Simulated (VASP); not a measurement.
Wanted: the native input for a VASP 6.6.1 run.

- Task: single point
- Functional: LDA
- Potentials or basis: VASP PAW LDA potentials, release 64 (Au)
- Cutoff: 500 eV
- k mesh: 15 × 15 × 8
- Occupations: fermi-dirac, width 0.08 eV
- Spin: no spin polarisation
- Dipole correction: no
- Further INCAR settings: ALGO = Normal; EDIFF = 1e-06; NBANDS = 18

The structure of Au lies in POSCAR:

```
Au
1.0
    2.6463621665      0.0000000000      0.0000000000
   -1.3231810833      2.2918168638      0.0000000000
    0.0000000000      0.0000000000      4.3781208517
Au
2
Direct
    0.3333333333      0.6666666667      0.2500000000
    0.6666666667      0.3333333333      0.7500000000
```

This isn't the form of Au at room conditions, which is fcc.

These files were run (other wordings do the same):

INCAR

```
SYSTEM = Au
PREC     = Accurate       ! precision mode
ENCUT    = 500            ! plane-wave cutoff, eV
EDIFF    = 1E-6           ! SCF threshold, eV
ISMEAR   = -1             ! smearing method
SIGMA    = 0.08           ! smearing width, eV
LREAL    = .FALSE.        ! projectors in reciprocal space
LASPH    = .TRUE.         ! aspherical terms in the spheres
NELM     = 120            ! most SCF steps
ALGO     = Normal         ! electronic algorithm
ISIF     = 2              ! what is computed and relaxed
LWAVE    = .FALSE.        ! write WAVECAR
LCHARG   = .FALSE.        ! write CHGCAR
GGA      = CA             ! functional
NBANDS   = 18             ! bands
GGA_COMPAT= .FALSE.
```

KPOINTS

```
regular mesh
0
G
  15 15 8
  0 0 0
```

Potentials or basis: VASP PAW LDA potentials, release 64 (Au).

Command:

```console
$ cat potpaw_LDA.64/Au/POTCAR > POTCAR
$ mpirun -np 1 vasp_std > vasp.out
```

Results of the run:

| Property | Result |
| --- | --- |
| Pressure | 81.6 GPa |
| Band gap on the k mesh | zero (bands 11 and 12 overlap by 8.56 eV) |

Caveat: the cell stands under pressure; spin-orbit coupling is left out, which moves the levels of the heavy elements.

It took 31 s on 1 thread of Intel(R) Xeon(R) 6975P-C (Granite Rapids), on a shared host, peak memory 0.16 GiB.
